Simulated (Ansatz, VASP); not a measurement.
**Two plane-wave programs on ZnSe**

```
Zn Se
1.0
     3.88292    0.00000    0.00000
     0.00000    3.88292    0.00000
     0.00000    0.00000    5.12474
Zn Se
2 2
Direct
  0.00000 0.00000 0.00000
  0.50000 0.50000 0.00000
  0.00000 0.50000 0.27970
  0.50000 0.00000 0.72030
```

Change from the starting cell: mode 11 frozen in at +0.000 Å, equal normal strain along x, y and z -0.0250.

Alike in both runs: task single point; functional LDA; k mesh 8 × 8 × 6; occupations gaussian, width 0.05 eV; no spin polarisation.

|  | VASP | Ansatz |
| --- | --- | --- |
| version | VASP 6.6.1 | Ansatz 0.2.0 |
| potentials or method | VASP PAW LDA potentials, release 64 (Zn, Se), cutoff 520 eV | scalar-relativistic, plane waves, PAW |
| valence electrons in the cell | 36 | 56 |

```tsv
	VASP	Ansatz	Ansatz less VASP
gap on the k mesh at the Fermi level (eV)	1.61	1.61	-0.002
least direct gap on the mesh (eV)	1.61	1.61	-0.002
pressure (GPa)	7.2	6.6	-0.58
traceless stress, the component that is largest in VASP (GPa)	-0.35	-0.31	+0.041
rms of the force components (eV/Å)	0.391	0.357	-0.0342
```

Ansatz warns that its potentials were made for another functional, while VASP's fit it. LDA's correlation is that of Perdew and Zunger in VASP and of Perdew and Wang (1992) in Ansatz. Atom by atom the forces differ by 0.034 eV/Å (rms over components). VASP's potentials hold 36 valence electrons a cell and Ansatz's 56, so a difference there can come from the potentials and not from the codes.
